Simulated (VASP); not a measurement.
ZrSi2, 12 atoms in the cell. The cell holds a slab with vacuum, 12 atoms: a = 3.679 Å, b = 3.705 Å, c = 27.653 Å, α = 90.00°, β = 90.00°, γ = 90.00°. 

- Program: VASP 6.6.1
- Task: single point
- Functional: PBE
- Potentials or basis: VASP PAW PBE potentials, release 64 (Si, Zr_sv)
- Cutoff: 520 eV
- k mesh: 9 × 9 × 1
- Occupations: gaussian, width 0.1 eV
- Spin: no spin polarisation
- Dipole correction: yes
- Further INCAR settings: ALGO = Normal; EDIFF = 1e-07; NBANDS = 52

Potentials or basis: VASP PAW PBE potentials, release 64 (Si, Zr_sv).

Run with:

```bash
$ cat potpaw_PBE.64/Si/POTCAR potpaw_PBE.64/Zr_sv/POTCAR > POTCAR
$ mpirun -np 1 vasp_std > vasp.out
```

Hardware: 1 thread of Intel(R) Xeon(R) Platinum 8259CL CPU @ 2.50GHz (Skylake/Cascade Lake), on a shared host.

**Question.** How long does it take, and how much memory?

**Answer.** It took 20 min on 1 thread of Intel(R) Xeon(R) Platinum 8259CL CPU @ 2.50GHz (Skylake/Cascade Lake), on a shared host, peak memory 0.61 GiB. Counts: scf iterations 38, k points 25.
